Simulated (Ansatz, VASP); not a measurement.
# P in VASP and in Ansatz

INCAR

```
PREC = Accurate
ENCUT = 520
EDIFF = 1E-6
ISMEAR = 0
SIGMA = 0.05
LREAL = False
LASPH = True
NELM = 100
ALGO = Normal
ISIF = 2
LWAVE = False
LCHARG = True
GGA = PS
LELF = True
LVHAR = True
NBANDS = 12
```

Contents of KPOINTS:

```
regular mesh
0
Gamma
  9 9 9
```

POSCAR

```
P
1.0
    1.7257251780      0.9963478961      3.1296800121
   -1.7257251780      0.9963478961      3.1296800121
    0.0000000000     -1.9926957921      3.1296800121
P
2
Direct
    0.7415510000      0.8245840000      0.7219170000
    0.2445530000      0.2587430000      0.2181920000
```

Contents of input.yaml:

```yaml
crystal:
  lattice:
    - [1.725725178, 0.9963478961, 3.1296800121]
    - [-1.725725178, 0.9963478961, 3.1296800121]
    - [0.0, -1.9926957921, 3.1296800121]
  atoms:
    - { symbol: P, position: [0.741551, 0.824584, 0.721917] }
    - { symbol: P, position: [0.244553, 0.258743, 0.218192] }
kpoints:
  mp_grid: { grid: [9, 9, 9] }
  band_path:
    path:
      - [0.0, 0.0, 0.0]
      - [0.5, 0.0, 0.0]
      - [0.5, 0.2342330829, -0.2342330829]
    npoints: 6
scf:
  occupations: { method: gaussian, width: 0.05 }
hamiltonian:
  xc: pbesol
  pseudopotentials: { kind: all_electron, lapw: { basis_error: 0.001 } }
output:
  forces: true
  stress: true
  eigenvalues: true
```

Change from the starting cell: atoms moved at random, drawn with an rms of 0.15 Å.

Alike in both runs: functional PBEsol; k mesh 9 × 9 × 9; occupations gaussian, width 0.05 eV; no spin polarisation.

|  | VASP | Ansatz |
| --- | --- | --- |
| version | VASP 6.6.1 | Ansatz 0.2.0 |
| potentials or method | VASP PAW PBE potentials, release 64 (P), cutoff 520 eV | all-electron LAPW, scalar-relativistic |
| task | single point | band structure |

VASP gave:

| Quantity | Value |
| --- | --- |
| gap on the k mesh at the Fermi level (eV) | none |
| pressure (GPa) | -7.9 |
| traceless stress, the component that is largest in VASP (GPa) | -6.23 |
| rms of the force components (eV/Å) | 0.490 |

Question: Which values does Ansatz return?

Answer: gap on the k mesh at the Fermi level (eV): none; pressure (GPa): -7.9; traceless stress, the component that is largest in VASP (GPa): -6.23; rms of the force components (eV/Å): 0.479.

VASP's potentials were made for PBE, not for PBEsol. Atom by atom the forces differ by 0.012 eV/Å (rms over components). A gap of «none» marks a metal or a gap that the smearing closes. Ansatz ran all-electron here, and VASP with PAW potentials.
